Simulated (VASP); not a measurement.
TlB:

```xyz
2
Lattice="-2.1375 2.1375 2.3429 2.1375 -2.1375 2.3429 2.1375 2.1375 -2.3429" Properties=species:S:1:pos:R:3 pbc="T T T"
Tl    0.0000    0.0000    2.3429
B     0.0000    0.0000    0.0000
```

Base run:

```yaml
Program: VASP 6.6.1
Functional: r2SCAN
Potentials_or_basis: VASP PAW PBE potentials, release 64 (Tl_d, B)
Cutoff: 550 eV
k_mesh: 7 × 7 × 7
Occupations: fermi-dirac, width 0.05 eV
Spin: no spin polarisation
```

Its results: pressure -5.6 GPa.

Question: The run is repeated on the same cell with these changes: spin from no spin polarisation to non-collinear spin, zero start, spin-orbit coupling; further incar settings from ALGO = Normal; EDIFF = 1e-06; NBANDS = 15 to ALGO = Normal; EDIFF = 1e-06; NBANDS = 28. What comes out?

Answer: Pressure -6.2 GPa; net moment 0.00 μB per cell.

Caveats: the cell stands under tension; the PAW data sets were made with another functional, which shifts forces and pressure a little.
